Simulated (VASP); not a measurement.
## SiTeS: relaxation of cell and atoms with PBE

SiTeS:

```
Si Te S
1.0
     4.75354    0.00000    0.00000
     0.00000    4.75354    0.00000
     0.00000    0.00000    3.82311
Si Te S
1 1 1
Cartesian
  0.0000 0.0000 2.7325
  2.3768 2.3768 0.1536
  2.3768 2.3768 2.1225
```

The cell was generated, and may not be a known phase.

| Quantity | Value |
| --- | --- |
| Program | VASP 6.6.1 |
| Task | relaxation of cell and atoms |
| Functional | PBE |
| Potentials or basis | VASP PAW PBE potentials, release 64 (Si, Te, S) |
| Cutoff | 600 eV |
| k mesh | 4 × 4 × 4 |
| Occupations | gaussian, width 0.1 eV |
| Spin | no spin polarisation |
| Dipole correction | no |
| Further INCAR settings | ALGO = Normal; EDIFF = 1e-06; IBRION = 2; EDIFFG = -0.04; NSW = 90; ISIF = 3 |

| Property | Result |
| --- | --- |
| Relaxed volume | 21.78 Å³/atom |
| Relaxed cell | a = 3.223 Å, b = 3.223 Å, c = 6.289 Å, α = 90.00°, β = 90.00°, γ = 90.00° |
| Space group after relaxing (to 0.1 Å) | P4mm (No. 99) |
| Pressure after relaxing | 0.1 GPa |
| Largest force after relaxing | 0.034 eV/Å |
| Band gap on the k mesh | zero (bands 8 and 9 overlap by 2.55 eV) |

Forces in eV/Å, atoms in the order of the input:
```
Si   0.000  0.000  0.034
Te   0.000  0.000 -0.009
S    0.000  0.000 -0.025
```

Stress tensor (GPa, compression positive):
```
 0.25  0.00  0.00
 0.00  0.25  0.00
 0.00  0.00 -0.25
```

Final structure:
```
Si Te S
1.0
     3.22345    0.00000    0.00000
     0.00000    3.22345    0.00000
     0.00000    0.00000    6.28893
Si Te S
1 1 1
Direct
  0.00000 0.00000 0.68989
  0.50000 0.50000 0.08234
  0.50000 0.50000 0.53786
```

Levels at points of the mesh, in eV from the Fermi level:
```csv
k point,band 5,band 6,band 7,band 8,band 9,band 10,band 11,band 12
"(0.00, 0.00, 0.00)",-3.19,-1.68,-0.49,1.66,1.85,1.85,3.23,5.27
"(0.50, 0.00, 0.00)",-5.14,-2.43,-1.86,0.94,2.68,2.71,3.22,4.26
"(0.50, 0.50, 0.00)",-5.82,-4.29,-3.42,-3.42,0.26,1.10,1.10,2.12
"(0.00, 0.00, 0.50)",-3.15,-3.15,-0.77,1.52,1.52,2.81,3.31,6.04
"(0.50, 0.00, 0.50)",-4.08,-2.18,-1.84,-1.06,2.72,3.04,3.25,3.33
"(0.50, 0.50, 0.50)",-5.80,-3.82,-3.82,-2.81,-0.22,-0.09,2.42,2.42
```

Run time: 16 min on 1 thread of Intel Xeon 8259CL (shared host), peak memory 0.25 GiB.

Caveat: the k points lie up to 0.49 Å⁻¹ apart in the final cell, too coarse for converged energies and pressures of a metal; the volume moved by over 15 % at a fixed basis, so the end points are rough; spin-orbit coupling is left out, which moves the levels of the heavy elements.
